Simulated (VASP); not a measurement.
Crystal: Hf2Pd2Se2Br2O3.

```
Hf Pd Se Br O
1.0
     5.76069    0.00496   -0.00286
    -0.52750    5.84664    0.03413
    -1.48435   -0.92642    6.64586
Hf Pd Se Br O
2 2 2 2 3
Direct
  0.74540 0.39602 0.34989
  0.28763 0.45322 0.59401
  0.90854 0.13294 0.84849
  0.25249 0.90323 0.35874
  0.63469 0.40355 0.93716
  0.62597 0.78174 0.53023
  0.85273 0.99089 0.15355
  0.22526 0.82084 0.86223
  0.96040 0.28925 0.59026
  0.43233 0.24524 0.40864
  0.07457 0.58308 0.36682
```

Base run:

* Program: VASP 6.6.1
* Functional: PBE
* Potentials or basis: VASP PAW PBE potentials, release 64 (Hf_pv, Pd, Se, Br, O)
* Cutoff: 520 eV
* k mesh: 3 × 3 × 3
* Occupations: fermi-dirac, width 0.05 eV
* Spin: no spin polarisation

Its results: band gap on the k mesh 0.33 eV, indirect (least direct gap 0.48 eV); pressure -0.6 GPa; largest force 0.182 eV/Å.

**Question.** The run is repeated on the same cell with these changes: functional from PBE to PBE-based screened hybrid; k mesh from 3 × 3 × 3 to 2 × 2 × 2. What comes out?

**Answer.** Band gap on the k mesh 1.04 eV, direct; pressure -3.1 GPa; largest force 0.595 eV/Å.

Several settings changed at once, so the effect can't be laid on one alone.

Caveats: some runs use coarse meshes; spin-orbit coupling is left out, which moves the levels of the heavy elements; the PAW data sets were made with another functional, which shifts forces and pressure a little (some runs).

A k mesh can miss the band edges.
